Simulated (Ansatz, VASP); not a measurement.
Ti: VASP beside Ansatz

The input INCAR:

```
  PREC = Accurate
  ENCUT = 520
  EDIFF = 1E-7
  ISMEAR = 0
  SIGMA = 0.15
  LREAL = False
  LASPH = True
  NELM = 80
  ALGO = Fast
  ISIF = 2
  LWAVE = False
  LCHARG = False
  GGA = PE
  NBANDS = 12
```

File KPOINTS:

```
Automatic mesh
0
Gamma
  22 22 22
```

Contents of POSCAR:

```
Ti
1.0
    0.0000000000      2.0300000000      2.0300000000
    2.0300000000      0.0000000000      2.0300000000
    2.0300000000      2.0300000000      0.0000000000
Ti
1
Direct
    0.0000000000      0.0000000000      0.0000000000
```

Input for Ansatz:

```yaml
crystal:
  lattice:
    - [0.0, 2.03, 2.03]
    - [2.03, 0.0, 2.03]
    - [2.03, 2.03, 0.0]
  atoms:
    - { symbol: Ti, position: [0.0, 0.0, 0.0] }
basis:
  ecutwfc: 420
kpoints:
  mp_grid: { grid: [22, 22, 22] }
hamiltonian:
  xc: pbe
scf:
  occupations: { method: gaussian, width: 0.15 }
output:
  forces: true
  stress: true
  eigenvalues: true
```

Alike in both runs: task single point; functional PBE; k mesh 22 × 22 × 22; occupations gaussian, width 0.15 eV; no spin polarisation.

|  | VASP | Ansatz |
| --- | --- | --- |
| version | VASP 6.6.1 | Ansatz 0.2.0 |
| potentials or method | VASP PAW PBE potentials, release 64 (Ti_sv), cutoff 520 eV | scalar-relativistic, plane waves, PAW |
| valence electrons in the cell | 12 | 12 |

Ansatz gave:

| Quantity | Value |
| --- | --- |
| gap on the k mesh at the Fermi level (eV) | none |
| pressure (GPa) | 4.4 |

Which values does VASP return?

gap on the k mesh at the Fermi level (eV): none; pressure (GPa): 4.1.

A gap of «none» marks a metal or a gap that the smearing closes.
